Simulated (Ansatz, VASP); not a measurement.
**PbS: VASP beside Ansatz**

```
Pb S
1.0
     0.00000    3.30081    3.30081
     3.30081    0.00000    3.30081
     3.30081    3.30081    0.00000
Pb S
1 1
Direct
  0.00000 0.00000 0.00000
  0.25000 0.25000 0.25000
```

Alike in both runs: task single point; functional r2SCAN; k mesh 6 × 6 × 6; occupations methfessel-paxton of order 1, width 0.15 eV; no spin polarisation.

```csv
,VASP,Ansatz
version,VASP 6.6.1,Ansatz 0.2.0
potentials or method,"VASP PAW PBE potentials, release 64 (Pb_d, S), cutoff 520 eV","scalar-relativistic, plane waves, PAW"
valence electrons in the cell,20,20
```

```tsv
	VASP	Ansatz	Ansatz less VASP
pressure (GPa)	0.0	0.0	0.00
```

VASP's potentials were made for PBE, not for r2SCAN. The functional is the same, so the differences come from potentials, cutoffs and numerics.

Neither program's run includes spin-orbit coupling.
